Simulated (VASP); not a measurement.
# CO2 (I-42d) in VASP: further runs

The runs below take CO2 through single point, with BLYP, LDA.

All numbers are computed with VASP 6.6.1; they aren't measurements. Logs are shortened: lines on timing, memory, paths and dates and some standing lists are left out, and cuts for length are marked.

## Step 1: The cell of the first run

The structure is tetragonal, space group I-42d (No. 122). Conventional cell: a = 3.949 Å, b = 3.949 Å, c = 6.028 Å, α = 90.00°, β = 90.00°, γ = 90.00°. Within 1.9 Å of C (site symmetry -4) lie 4 O at 1.40 Å. Within 1.9 Å of O (site symmetry 2) lie 2 C at 1.40 Å.

## Step 2: Single point, BLYP

The input, INCAR:

```
SYSTEM = CO2
AGGAC = 1.0 ; AGGAX = 1.0
ALDAC = 0.0 ; ALDAX = 1.0
ALGO = Normal ; EDIFF = 1E-7
ENCUT = 520 ; GGA = B5
ISIF = 2 ; ISMEAR = 0
LASPH = .TRUE. ; LCHARG = .FALSE.
LREAL = .FALSE. ; LWAVE = .FALSE.
NBANDS = 25 ; NELM = 60
PREC = Accurate ; SIGMA = 0.01
```

The input, KPOINTS:

```
k-points
0
G
  6 6 6
  0 0 0
```

The input, POSCAR:

```
CO2
1.0
    4.1089710000      0.0000000000      0.0000000000
    0.3128408337      4.0970444581      0.0000000000
   -2.2109054553     -2.0485218014      2.7926865517
C O
2 4
Direct
    0.7500000000      0.2500000000      0.5000000000
    0.0000000000      0.0000000000      0.0000000000
    0.7097980000      0.1250000000      0.0847980000
    0.0402020000      0.6250000000      0.9152020000
    0.3750000000      0.2902020000      0.4152020000
    0.8750000000      0.9597980000      0.5847980000
```

Potentials or basis: VASP PAW PBE potentials, release 64 (C, O).

Command:

```sh
$ cat potpaw_PBE.64/C/POTCAR potpaw_PBE.64/O/POTCAR > POTCAR
$ mpirun -np 1 vasp_std > vasp.out
```

OUTCAR:

```text
SYSTEM = CO2
   EDIFF = 1E-7
   ENCUT = 520
   GGA = B5
   ISIF = 2
   ISMEAR = 0
   LASPH = .TRUE.
   LREAL = .FALSE.
   NELM = 60
   PREC = Accurate

 ion  position               nearest neighbor table
   1  0.750  0.250  0.500-   6 1.40   5 1.40   3 1.40   4 1.40
   2  0.000  0.000  0.000-   3 1.40   4 1.40   6 1.40   5 1.40
   3  0.710  0.125  0.085-   2 1.40   1 1.40
   4  0.040  0.625  0.915-   2 1.40   1 1.40
   5  0.375  0.290  0.415-   1 1.40   2 1.40
   6  0.875  0.960  0.585-   1 1.40   2 1.40

  LATTYP: Found a body centered tetragonal cell.
 ALAT       =     3.9494547166
 C/A-ratio  =     1.5263162431

  Lattice vectors:

 A1 = (   4.1089710000,   0.0000000000,   0.0000000000)
 A2 = (   0.3128408337,   4.0970444581,   0.0000000000)
 A3 = (  -2.2109054553,  -2.0485218014,   2.7926865517)

Analysis of symmetry for initial positions (statically):
=====================================================================
 Subroutine PRICEL returns:
 Original cell was already a primitive cell.

 Routine SETGRP: Setting up the symmetry group for a
 body centered tetragonal supercell.

 Subroutine GETGRP returns: Found  8 space group operations
 (whereof  4 operations were pure point group operations)
 out of a pool of 16 trial point group operations.

The static configuration has the point symmetry S_4 .
 The point group associated with its full space group is D_2d.

Analysis of symmetry for dynamics (positions and initial velocities):
=====================================================================
 Subroutine PRICEL returns:
 Original cell was already a primitive cell.

 Routine SETGRP: Setting up the symmetry group for a
 body centered tetragonal supercell.

 Subroutine GETGRP returns: Found  8 space group operations
 (whereof  4 operations were pure point group operations)
 out of a pool of 16 trial point group operations.

The dynamic configuration has the point symmetry S_4 .
 The point group associated with its full space group is D_2d.

 Subroutine INISYM returns: Found  8 space group operations
 (whereof  4 operations are pure point group operations),
 and found     1 'primitive' translations

----------------------------------------------------------------------------------------

                                     Primitive cell

  volume of cell :      47.0139

  direct lattice vectors                    reciprocal lattice vectors
     4.108971000  0.000000000  0.000000000     0.243369934 -0.018583165  0.179039032
     0.312840834  4.097044458  0.000000000     0.000000000  0.244078386  0.179039032
    -2.210905455 -2.048521801  2.792686552     0.000000000  0.000000000  0.358078138

  length of vectors
     4.108971000  4.108971000  4.108971000     0.302703210  0.302703210  0.358078138

  position of ions in fractional coordinates (direct lattice)
     0.750000000  0.250000000  0.500000000
     0.000000000  0.000000000  0.000000000
     0.709798000  0.125000000  0.084798000
     0.040202000  0.625000000  0.915202000
     0.375000000  0.290202000  0.415202000
     0.875000000  0.959798000  0.584798000

  ion indices of the primitive-cell ions
   primitive index   ion index
                 1           1
                 2           2
                 3           3
                 4           4
                 5           5
                 6           6

----------------------------------------------------------------------------------------

 KPOINTS: k-points

Automatic generation of k-mesh.
 Grid dimensions read from file:
 generate k-points for:    6    6    6

 Generating k-lattice:

  Cartesian coordinates                     Fractional coordinates (reciprocal lattice)
     0.040561656 -0.003097194  0.029839839     0.166666667  0.000000000 -0.000000000
     0.000000000  0.040679731  0.029839839     0.000000000  0.166666667  0.000000000
     0.000000000  0.000000000  0.059679690     0.000000000  0.000000000  0.166666667

  Length of vectors
     0.050450535  0.050450535  0.059679690

  Shift w.r.t. Gamma in fractional coordinates (k-lattice)
     0.000000000  0.000000000  0.000000000

 Subroutine IBZKPT returns following result:
 ===========================================

 Found     30 irreducible k-points:

 Following reciprocal coordinates:
            Coordinates               Weight
  0.000000  0.000000  0.000000      1.000000
  0.166667  0.000000 -0.000000      8.000000
  0.333333  0.000000  0.000000      8.000000
  0.500000  0.000000 -0.000000      4.000000
  0.166667  0.166667  0.000000      8.000000
  0.333333  0.166667  0.000000     16.000000
[... 16 lines left out ...]
 -0.333333 -0.333333  0.166667      8.000000
 -0.166667 -0.333333  0.166667      8.000000
 [... further k-points ...]
   k-points           NKPTS =     30   k-points in BZ     NKDIM =     30   number of bands    NBANDS=     25
   number of dos      NEDOS =    301   number of ions     NIONS =      6
   total plane-waves  NPLWV =  32768
   dimension x,y,z NGX =    32 NGY =   32 NGZ =   32
   dimension x,y,z NGXF=    64 NGYF=   64 NGZF=   64
   ions per type =               2   4
   NGX,Y,Z   is equivalent  to a cutoff of  12.95, 12.95, 12.95 a.u.
   NGXF,Y,Z  is equivalent  to a cutoff of  25.89, 25.89, 25.89 a.u.
 SYSTEM =  CO2
   PREC   = accura    normal or accurate (medium, high low for compatibility)
   ISTART =      0    job   : 0-new  1-cont  2-samecut
   ICHARG =      2    charge: 1-file 2-atom 10-const
   ISPIN  =      1    spin polarized calculation?
   LNONCOLLINEAR =      F non collinear calculations
   LSORBIT =      F    spin-orbit coupling
   LASPH  =      T    aspherical Exc in radial PAW
   ENCUT  =  520.0 eV  38.22 Ry    6.18 a.u.   7.64  7.64  7.64*2*pi/ulx,y,z
   NELM   =     60;   NELMIN=  2; NELMDL= -5     # of ELM steps
   EDIFF  = 0.1E-06   stopping-criterion for ELM
   LREAL  =      F    real-space projection
   EDIFFG = 0.1E-05   stopping-criterion for IOM
   NSW    =      0    number of steps for IOM
   IBRION =     -1    ionic relax: 0-MD 1-quasi-New 2-CG
   NFREE  =      0    steps in history (QN), initial steepest desc. (CG)
   ISIF   =      2    stress and relaxation
   ISYM   =      2    0-nonsym 1-usesym 2-fastsym
   POTIM  = 0.5000    time-step for ionic-motion
   TEBEG  =    0.0;   TEEND  =   0.0 temperature during run
   PSTRESS=    0.0 pullay stress
   NELECT =      32.0000    total number of electrons
   NUPDOWN=      -1.0000    fix difference up-down
   EMIN   =  10.00;   EMAX   =-10.00  energy-range for DOS
   EFERMI =   0.00;   METHOD = LEGACY
   ISMEAR =     0;   SIGMA  =   0.01  broadening in eV -4-tet -1-fermi 0-gaus
   EFERMI_NEDOS =   21; number of points for ismear=-14 and -15
   IALGO  =     38    algorithm
   IMIX   =      4    mixing-type and parameters
     AMIX     =   0.40;   BMIX     =  1.00
     AMIX_MAG =   1.60;   BMIX_MAG =  1.00
  volume/ion in A,a.u.               =       7.84        52.88
  Fermi-wavevector in a.u.,A,eV,Ry     =   1.440067  2.721333 28.215685  2.073794
  Thomas-Fermi vector in A             =   2.558853
   LORBIT       =      0    0 simple, 1 ext, 2 COOP (PROOUT), +10 PAW based schemes
   GGA     = B5    functional components
   LHFCALC =     F    Hartree Fock is set to
   AEXX    =    0.0000 exact exchange contribution
   IVDW    =     0    specifies the selected vdW correction
   LEPSILON=     F    determine dielectric tensor
   LRPA    =     F    only Hartree local field effects (RPA)
 non-spin polarized calculation
 Gauss-broadening in eV      SIGMA  =   0.01
  energy-cutoff  :      520.00
  volume of cell :       47.01
 maximum number of plane-waves:      1307
 NGX is ok and might be reduce to    32
   NGX = 15   NGY = 15   NGZ = 15

 number of electron      32.0000003 magnetization

 Free energy of the ion-electron system (eV)
  ---------------------------------------------------
  ext. energy  EPLUGINS =         0.00000000
  ---------------------------------------------------
  free energy    TOTEN  =       -40.67469990 eV

  energy without entropy =      -40.67469990  energy(sigma->0) =      -40.67469990

 E-fermi :   2.4170     XC(G=0): -10.6899

 val. band max:        2.3601009852   @ k =   0.5000   0.0000  -0.0000
 cond. band min:      10.0961776807   @ k =   0.0000   0.0000   0.0000
 fundamental gap:      7.7360766955
 Fermi energy:         2.4169903132

 k-point     1 :       0.0000    0.0000    0.0000
  band No.  band energies     occupation
      1     -21.4254      2.00000
      2     -16.4133      2.00000
      3     -16.4133      2.00000
      4     -15.8091      2.00000
      5     -12.0419      2.00000
      6      -7.1246      2.00000
[... 17 lines left out ...]
     24      17.3679      0.00000
     25      17.3679      0.00000

 k-point     2 :       0.1667    0.0000   -0.0000
  band No.  band energies     occupation
      1     -21.2499      2.00000
      2     -16.8294      2.00000
      3     -16.4545      2.00000
      4     -15.9889      2.00000
      5     -11.5194      2.00000
      6      -7.1163      2.00000
[... 17 lines left out ...]
     24      17.2105      0.00000
     25      17.5072      0.00000

 k-point     3 :       0.3333    0.0000    0.0000
  band No.  band energies     occupation
      1     -20.7934      2.00000
      2     -17.8016      2.00000
      3     -16.5183      2.00000
      4     -16.1393      2.00000
      5     -10.6659      2.00000
      6      -7.1090      2.00000
[... 17 lines left out ...]
     24      16.9046      0.00000
     25      17.2599      0.00000

 k-point     4 :       0.5000    0.0000   -0.0000
  band No.  band energies     occupation
      1     -20.4496      2.00000
      2     -18.3704      2.00000
      3     -16.5405      2.00000
      4     -16.2013      2.00000
      5     -10.3010      2.00000
      6      -7.0753      2.00000
[... 17 lines left out ...]
     24      16.7318      0.00000
     25      17.3528      0.00000
[... 477 lines left out ...]
 k-point    22 :      -0.1667    0.5000    0.1667
  band No.  band energies     occupation
      1     -20.3364      2.00000
      2     -18.4501      2.00000
      3     -16.5973      2.00000
      4     -16.3844      2.00000
      5      -9.8310      2.00000
      6      -7.0762      2.00000
[... 17 lines left out ...]
     24      16.6304      0.00000
     25      17.1814      0.00000

 k-point    23 :      -0.3333   -0.3333    0.1667
  band No.  band energies     occupation
      1     -20.3663      2.00000
      2     -18.3454      2.00000
      3     -16.6379      2.00000
      4     -16.4831      2.00000
      5      -9.5829      2.00000
      6      -7.2505      2.00000
[... 17 lines left out ...]
     24      16.7016      0.00000
     25      16.8991      0.00000

 k-point    24 :      -0.1667   -0.3333    0.1667
  band No.  band energies     occupation
      1     -20.8142      2.00000
      2     -17.6197      2.00000
      3     -16.5424      2.00000
      4     -16.4195      2.00000
      5     -10.3351      2.00000
      6      -6.8863      2.00000
[... 17 lines left out ...]
     24      16.8069      0.00000
     25      16.9546      0.00000

 [... further k-points ...]
[... 5 lines left out ...]
  --------------------------------------------------------------------------------------
  -------------------------------------------------------------------------------------
  Total        1.7278370      1.7623176      1.9715189     -0.2257833      0.0000003      0.0000003
  in kB       58.8826590     60.0577169     67.1870506     -7.6944314      0.0000103      0.0000111
  external PRESSURE =      62.0424755 kB  Pullay stress =       0.0000000 kB

 VOLUME and BASIS-vectors are now :
 -----------------------------------------------------------------------------
  energy-cutoff  :      520.00
  volume of cell :       47.01
      direct lattice vectors                 reciprocal lattice vectors
     4.108971000  0.000000000  0.000000000     0.243369934 -0.018583165  0.179039032
     0.312840834  4.097044458  0.000000000     0.000000000  0.244078386  0.179039032
    -2.210905455 -2.048521801  2.792686552     0.000000000  0.000000000  0.358078138

 POSITION                                       TOTAL-FORCE (eV/Angst)
 -----------------------------------------------------------------------------------
      2.05449      0.00000      1.39634        -0.000000      0.000000      0.000000
      0.00000      0.00000      0.00000        -0.000000      0.000000      0.000000
      2.76816      0.33842      0.23681        -0.103156      0.111333     -0.151776
     -1.66271      0.68584      2.55587         0.103156     -0.111333      0.151776
      0.71368      0.33842      1.15953        -0.103156      0.111333      0.151776
      2.60268      2.73436      1.63316         0.103156     -0.111333     -0.151776
 -----------------------------------------------------------------------------------
    total drift:                               -0.000027     -0.000025     -0.000035

  FREE ENERGIE OF THE ION-ELECTRON SYSTEM (eV)
  ---------------------------------------------------
  free  energy   TOTEN  =       -40.6746999010 eV

  energy  without entropy=      -40.6746999010  energy(sigma->0) =      -40.67469990
```

Run time: 80 s. Hardware: 1 thread of AMD EPYC 7R43 (Zen 3), shared host; peak memory 0.14 GiB.

What came out:

- Free energy: -40.6747 eV
- Pressure: 6.2 GPa
- Largest force: 0.215 eV/Å
- Band gap on the k mesh: 7.74 eV, indirect (least direct gap 8.17 eV)

Forces on the atoms (eV/Å):
```
C    0.000  0.000  0.000
C    0.000  0.000  0.000
O   -0.103  0.111 -0.152
O    0.103 -0.111  0.152
O   -0.103  0.111  0.152
O    0.103 -0.111 -0.152
```

Stress tensor (GPa, compression positive):
```
 5.89 -0.77  0.00
-0.77  6.01  0.00
 0.00  0.00  6.72
```

Caveat: the PAW data sets were made with another functional, which shifts forces and pressure a little.

## Step 3: Single point, LDA

The input, INCAR:

```
SYSTEM = CO2
  PREC = Accurate
  ENCUT = 520
  EDIFF = 1E-7
  ISMEAR = 0
  SIGMA = 0.01
  LREAL = .False.
  LASPH = .True.
  NELM = 60
  ALGO = Normal
  ISIF = 2
  LWAVE = .False.
  LCHARG = .False.
  GGA = CA
  NBANDS = 25
```

The input, KPOINTS:

```
Automatic mesh
0
Gamma
  6 6 6
  0 0 0
```

POSCAR is that of step 2.

Potentials or basis: VASP PAW LDA potentials, release 64 (C, O).

Command:

```sh
$ cat potpaw_LDA.64/C/POTCAR potpaw_LDA.64/O/POTCAR > POTCAR
$ mpirun -np 1 vasp_std > vasp.out
```

Wall time 56 s (1 thread of AMD EPYC 7R43 (Zen 3), shared host); peak memory 0.12 GiB.

Results (log left out):

```yaml
Free_energy: -49.0257 eV
Pressure: -11.8 GPa
Largest_force: 0.420 eV/Å
Band_gap_on_the_k_mesh: 7.38 eV, indirect (least direct gap 7.89 eV)
```

Forces in eV/Å, atoms in the order of the input:
```
C    0.000  0.000  0.000
C    0.000  0.000  0.000
O    0.202 -0.218  0.297
O   -0.202  0.218 -0.297
O    0.202 -0.218 -0.297
O   -0.202  0.218  0.297
```

Stress tensor (GPa, compression positive):
```
-12.04  -0.51   0.00
 -0.51 -11.96   0.00
  0.00   0.00 -11.49
```

Levels at points of the mesh, in eV from the valence-band top:
```csv
k point,band 12,band 13,band 14,band 15,band 16,band 17,band 18,band 19,band 20,band 21
"(0.00, 0.00, 0.00)",-1.19,-1.19,-0.91,-0.91,-0.51,7.38,8.99,8.99,9.03,12.01
"(0.50, 0.00, 0.00)",-2.21,-1.74,-1.40,-0.42,0.00,7.98,9.30,9.44,10.04,12.17
"(0.50, 0.50, 0.00)",-2.66,-0.65,-0.65,-0.51,-0.51,8.69,8.69,9.69,9.69,11.40
"(0.50, 0.50, 0.50)",-3.04,-2.84,-2.84,-0.01,-0.01,8.61,8.61,10.48,10.48,11.19
```
